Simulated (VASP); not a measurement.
# Li (I4_1/amd) in VASP: relaxation of cell and atoms with RPBE

Aim: the relaxation of cell and atoms of Li with RPBE.

Program: VASP 6.6.1. These are calculated values, not measurements. Logs are shortened: lines on timing, memory, paths and dates and some standing lists are left out, and cuts for length are marked.

## (1) The cell of the first run

It takes space group I4_1/amd (No. 141, tetragonal). Conventional cell: a = 5.498 Å, b = 5.498 Å, c = 3.002 Å, α = 90.00°, β = 90.00°, γ = 90.00°. Within 3.8 Å of Li (site symmetry -4m2) lie 10 Li at 2.85 to 3.55 Å.

## (2) Relaxation of cell and atoms, RPBE

File INCAR:

```
PREC = Accurate ; ENCUT = 600
EDIFF = 1E-6 ; ISMEAR = -1
SIGMA = 0.1 ; LREAL = False
LASPH = True ; NELM = 100
ALGO = Normal ; ISIF = 3
LWAVE = False ; LCHARG = False
GGA = RP ; IBRION = 2
NSW = 80 ; EDIFFG = -0.01
ISYM = 0
```

File KPOINTS:

```
regular mesh
0
Gamma
  12 12 8
```

File POSCAR:

```
Li
1.0
   -2.7491560018      2.7491560018      1.5010391770
    2.7491560018     -2.7491560018      1.5010391770
    2.7491560018      2.7491560018     -1.5010391770
Li
2
Direct
    0.0000000000      0.0000000000      0.0000000000
    0.7500000000      0.2500000000      0.5000000000
```

Potentials or basis: VASP PAW PBE potentials, release 64 (Li_sv).

Command:

```sh
> cat potpaw_PBE.64/Li_sv/POTCAR > POTCAR
> mpirun -np 1 vasp_std > vasp.out
```

OUTCAR:

```text
PREC = Accurate
   ENCUT = 600
   EDIFF = 1E-6
   ISMEAR = -1
   LREAL = False
   LASPH = True
   NELM = 100
   ISIF = 3
   GGA = RP
   IBRION = 2
   NSW = 80
   EDIFFG = -0.01
   ISYM = 0

 ion  position               nearest neighbor table
   1  0.000  0.000  0.000-
   2  0.750  0.250  0.500-

IMPORTANT INFORMATION: All symmetrisations will be switched off!
NOSYMM: (Re-)initialisation of all symmetry stuff for point group C_1.

----------------------------------------------------------------------------------------

                                     Primitive cell

  volume of cell :      45.3786

  direct lattice vectors                    reciprocal lattice vectors
    -2.749156002  2.749156002  1.501039177     0.000000000  0.181874000  0.333102565
     2.749156002 -2.749156002  1.501039177     0.181874000  0.000000000  0.333102565
     2.749156002  2.749156002 -1.501039177     0.181874000  0.181874000  0.000000000

  length of vectors
     4.167593557  4.167593557  4.167593557     0.379520053  0.379520053  0.257208678

  position of ions in fractional coordinates (direct lattice)
     0.000000000  0.000000000  0.000000000
     0.750000000  0.250000000  0.500000000

  ion indices of the primitive-cell ions
   primitive index   ion index
                 1           1
                 2           2

----------------------------------------------------------------------------------------

 KPOINTS: regular mesh

Automatic generation of k-mesh.
 Grid dimensions read from file:
 generate k-points for:   12   12    8

 Generating k-lattice:

  Cartesian coordinates                     Fractional coordinates (reciprocal lattice)
     0.000000000  0.015156167  0.027758547     0.083333333  0.000000000  0.000000000
     0.015156167  0.000000000  0.027758547     0.000000000  0.083333333  0.000000000
     0.022734250  0.022734250  0.000000000     0.000000000  0.000000000  0.125000000

  Length of vectors
     0.031626671  0.031626671  0.032151085

  Shift w.r.t. Gamma in fractional coordinates (k-lattice)
     0.000000000  0.000000000  0.000000000

 -----------------------------------------------------------------------------
|                                                                             |
|           W    W    AA    RRRRR   N    N  II  N    N   GGGG   !!!           |
|           W    W   A  A   R    R  NN   N  II  NN   N  G    G  !!!           |
|           W    W  A    A  R    R  N N  N  II  N N  N  G       !!!           |
|           W WW W  AAAAAA  RRRRR   N  N N  II  N  N N  G  GGG   !            |
|           WW  WW  A    A  R   R   N   NN  II  N   NN  G    G                |
|           W    W  A    A  R    R  N    N  II  N    N   GGGG   !!!           |
|                                                                             |
|     Your reciprocal lattice and k-lattice belong to different lattice       |
|     classes:                                                                |
|                                                                             |
|        The reciprocal lattice is body-centered tetragonal,                  |
|        whereas your k-lattice is base-centered monoclinic.                  |
|                                                                             |
|     Results are often still useful ...                                      |
|                                                                             |
 -----------------------------------------------------------------------------

 WARNING: IBZKPT: internal override: KBLOWUP is changed to .FALSE.
      ... skipping the blow-up phase ...

 Subroutine IBZKPT returns following result:
 ===========================================

 Found    580 irreducible k-points:

 Following reciprocal coordinates:
            Coordinates               Weight
  0.000000  0.000000  0.000000      1.000000
  0.083333  0.000000  0.000000      2.000000
  0.166667  0.000000  0.000000      2.000000
  0.250000  0.000000  0.000000      2.000000
  0.333333 -0.000000  0.000000      2.000000
  0.416667  0.000000  0.000000      2.000000
[... 16 lines left out ...]
  0.250000  0.166667  0.000000      2.000000
  0.333333  0.166667  0.000000      2.000000
 [... further k-points ...]
   k-points           NKPTS =    580   k-points in BZ     NKDIM =    580   number of bands    NBANDS=      7
   number of dos      NEDOS =    301   number of ions     NIONS =      2
   total plane-waves  NPLWV =  46656
   dimension x,y,z NGX =    36 NGY =   36 NGZ =   36
   dimension x,y,z NGXF=    72 NGYF=   72 NGZF=   72
   ions per type =               2
   NGX,Y,Z   is equivalent  to a cutoff of  14.36, 14.36, 14.36 a.u.
   NGXF,Y,Z  is equivalent  to a cutoff of  28.72, 28.72, 28.72 a.u.
 SYSTEM =  unknown system
   PREC   = accura    normal or accurate (medium, high low for compatibility)
   ISTART =      0    job   : 0-new  1-cont  2-samecut
   ICHARG =      2    charge: 1-file 2-atom 10-const
   ISPIN  =      1    spin polarized calculation?
   LNONCOLLINEAR =      F non collinear calculations
   LSORBIT =      F    spin-orbit coupling
   LASPH  =      T    aspherical Exc in radial PAW
   ENCUT  =  600.0 eV  44.10 Ry    6.64 a.u.   8.32  8.32  8.32*2*pi/ulx,y,z
   NELM   =    100;   NELMIN=  2; NELMDL= -5     # of ELM steps
   EDIFF  = 0.1E-05   stopping-criterion for ELM
   LREAL  =      F    real-space projection
   EDIFFG = -.1E-01   stopping-criterion for IOM
   NSW    =     80    number of steps for IOM
   IBRION =      2    ionic relax: 0-MD 1-quasi-New 2-CG
   NFREE  =      1    steps in history (QN), initial steepest desc. (CG)
   ISIF   =      3    stress and relaxation
   ISYM   =      0    0-nonsym 1-usesym 2-fastsym
   POTIM  = 0.5000    time-step for ionic-motion
   TEBEG  =    0.0;   TEEND  =   0.0 temperature during run
   PSTRESS=    0.0 pullay stress
   NELECT =       6.0000    total number of electrons
   NUPDOWN=      -1.0000    fix difference up-down
   EMIN   =  10.00;   EMAX   =-10.00  energy-range for DOS
   EFERMI =   0.00;   METHOD = LEGACY
   ISMEAR =    -1;   SIGMA  =   0.10  broadening in eV -4-tet -1-fermi 0-gaus
   EFERMI_NEDOS =   21; number of points for ismear=-14 and -15
   IALGO  =     38    algorithm
   IMIX   =      4    mixing-type and parameters
     AMIX     =   0.40;   BMIX     =  1.00
     AMIX_MAG =   1.60;   BMIX_MAG =  1.00
  volume/ion in A,a.u.               =      22.69       153.11
  Fermi-wavevector in a.u.,A,eV,Ry     =   0.834017  1.576064  9.464003  0.695585
  Thomas-Fermi vector in A             =   1.947338
   LORBIT       =      0    0 simple, 1 ext, 2 COOP (PROOUT), +10 PAW based schemes
   GGA     = RP    functional components
   LHFCALC =     F    Hartree Fock is set to
   AEXX    =    0.0000 exact exchange contribution
   IVDW    =     0    specifies the selected vdW correction
   LEPSILON=     F    determine dielectric tensor
   LRPA    =     F    only Hartree local field effects (RPA)
 conjugate gradient relaxation of ions
 non-spin polarized calculation
  energy-cutoff  :      600.00
  volume of cell :       45.38
 maximum number of plane-waves:      1533
 NGX is ok and might be reduce to    36
   NGX = 17   NGY = 17   NGZ = 17

--------------------------------------- Ionic step        1  -------------------------------------------

 number of electron       6.0000006 magnetization

 Free energy of the ion-electron system (eV)
  ---------------------------------------------------
  ext. energy  EPLUGINS =         0.00000000
  ---------------------------------------------------
  free energy    TOTEN  =        -3.48625556 eV

  energy without entropy =       -3.45372667  energy(sigma->0) =       -3.46999112

------------------------ aborting loop because EDIFF is reached ----------------------------------------

  FORCE on cell =-STRESS in cart. coord.  units (eV):
  Direction    XX          YY          ZZ          XY          YZ          ZX
  --------------------------------------------------------------------------------------
  -------------------------------------------------------------------------------------
  Total       -0.2351287     -0.2351280     -0.2950777      0.0044846     -0.0018790     -0.0018796
  in kB       -8.3016680     -8.3016441    -10.4182842      0.1583390     -0.0663404     -0.0663618
  external PRESSURE =      -9.0071988 kB  Pullay stress =       0.0000000 kB
[... 93 lines left out ...]
  energy  without entropy=       -3.4657484949  energy(sigma->0) =       -3.48153424

--------------------------------------- Ionic step        4  -------------------------------------------

 number of electron       6.0000001 magnetization

 Free energy of the ion-electron system (eV)
  ---------------------------------------------------
  ext. energy  EPLUGINS =         0.00000000
  ---------------------------------------------------
  free energy    TOTEN  =        -3.49750807 eV

  energy without entropy =       -3.46609044  energy(sigma->0) =       -3.48179926

 E-fermi :   0.5600     XC(G=0):  -6.9456

 val. band max:        0.5572825567   @ k =  -0.4167  -0.4167   0.3750
 cond. band min:       0.5609550948   @ k =  -0.4167  -0.4167   0.3750
 fundamental gap:      0.0036725381
 Fermi energy:         0.5600018654

 k-point     1 :       0.0000    0.0000    0.0000
  band No.  band energies     occupation
      1     -46.3195      2.00000
      2     -46.2837      2.00000
      3      -2.9039      2.00000
      4       4.2374      0.00000
      5       4.2560      0.00000
      6       6.5998      0.00000
      7       9.1365      0.00000
[... 221 lines left out ...]
 k-point    24 :       0.3333    0.1667    0.0000
  band No.  band energies     occupation
      1     -46.2987      2.00000
      2     -46.2835      2.00000
      3       0.7062      0.37618
      4       2.8609      0.00000
      5       4.2578      0.00000
      6       5.1143      0.00000
      7       7.7683      0.00000

 [... further k-points ...]
[... 5 lines left out ...]
  --------------------------------------------------------------------------------------
  -------------------------------------------------------------------------------------
  Total        0.0022429      0.0022412      0.0058247      0.0079053     -0.0013253     -0.0013249
  in kB        0.0863656      0.0863001      0.2242898      0.3044070     -0.0510324     -0.0510159
  external PRESSURE =       0.1323185 kB  Pullay stress =       0.0000000 kB
[... 17 lines left out ...]
  FREE ENERGIE OF THE ION-ELECTRON SYSTEM (eV)
  ---------------------------------------------------
  free  energy   TOTEN  =        -3.4975080745 eV

  energy  without entropy=       -3.4660904415  energy(sigma->0) =       -3.48179926

 reached required accuracy - stopping structural energy minimisation
```

Wall time 10 min (1 thread of AMD EPYC 7R13, shared host); peak memory 0.31 GiB.

What came out:

```yaml
Free_energy: -3.4975 eV
Relaxed_volume: 20.80 Å³/atom
Relaxed_cell: a = 4.053 Å, b = 4.053 Å, c = 4.057 Å, α = 97.37°, β = 97.37°, γ = 138.02°
Space_group_after_relaxing_to_0.1_Å: I4_1/amd (No. 141)
Energy_gained_by_relaxing: 5.6 meV/atom
Ionic_steps: 4
Pressure_after_relaxing: 0.0 GPa
Band_gap_on_the_k_mesh: zero (bands 3 and 4 overlap by 2.78 eV)
```

The path:
```
step  energy change (eV)  largest force (eV/Å)  pressure (GPa)  volume (Å³)
   1              0.0000                0.0002           -0.90        45.38
   2             -0.0043                0.0003           -0.72        44.55
   3             -0.0111                0.0005           -0.13        42.11
   4             -0.0113                0.0006            0.01        41.61
```

Final structure:
```
Li
1.0
    -2.67588    2.67525    1.45156
     2.67525   -2.67588    1.45156
     2.67864    2.67864   -1.45271
Li
2
Cartesian
  0.0028 5.3539 -0.0012
  0.0012 2.6768 0.7252
```

Levels at points of the mesh, in eV from the Fermi level:
```csv
k point,band 1,band 2,band 3,band 4,band 5,band 6,band 7
"(0.00, 0.00, 0.00)",-46.88,-46.84,-3.46,3.68,3.70,6.04,8.58
"(0.50, 0.00, 0.00)",-46.86,-46.84,0.17,1.99,4.46,4.77,6.06
"(0.00, 0.50, 0.00)",-46.86,-46.84,0.17,1.99,4.46,4.77,6.06
"(0.50, 0.50, 0.00)",-46.86,-46.86,-1.46,-1.46,6.23,6.23,9.26
"(0.00, 0.00, 0.50)",-46.86,-46.86,-1.47,-1.47,6.24,6.24,9.28
"(0.50, 0.00, 0.50)",-46.86,-46.84,0.17,1.99,4.47,4.77,6.06
"(0.00, 0.50, 0.50)",-46.86,-46.84,0.17,1.99,4.47,4.77,6.06
"(0.50, 0.50, 0.50)",-46.86,-46.86,-0.45,-0.45,2.26,2.26,11.39
```

Caveat: the cutoff is under 1.25 times the usual one of these potentials, so pressure, stress and relaxed cells hold a basis-set (Pulay) error; the PAW data sets were made with another functional, which shifts forces and pressure a little.
